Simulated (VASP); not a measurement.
A run of VASP 6.6.1 is set up as follows.

Contents of INCAR:

```
PREC = Accurate
ENCUT = 520
EDIFF = 1E-6
ISMEAR = 0
SIGMA = 0.05
LREAL = False
LASPH = True
NELM = 80
ALGO = Normal
ISIF = 2
LWAVE = False
LCHARG = False
GGA = PE
NBANDS = 14
```

Contents of KPOINTS:

```
Automatic mesh
0
Gamma
  10 10 10
```

The input POSCAR:

```
NaI
1.0
    0.0000000000      3.2426267620      3.2426267620
    3.2426267620      0.0000000000      3.2426267620
    3.2426267620      3.2426267620      0.0000000000
Na I
1 1
Direct
    0.0000000000      0.0000000000      0.0000000000
    0.5000000000      0.5000000000      0.5000000000
```

Potentials or basis: VASP PAW PBE potentials, release 64 (Na_pv, I).

Run with:

```console
$ cat potpaw_PBE.64/Na_pv/POTCAR potpaw_PBE.64/I/POTCAR > POTCAR
$ mpirun -np 1 vasp_std > vasp.out
```

Q: Estimate the band gap on the k mesh.

A: 3.63 eV.

Q: Estimate the pressure.

A: 0.3 GPa.

Caveat: spin-orbit coupling is left out, which moves the levels of the heavy elements. PBE gaps usually lie below the measured ones, often by a third to a half.
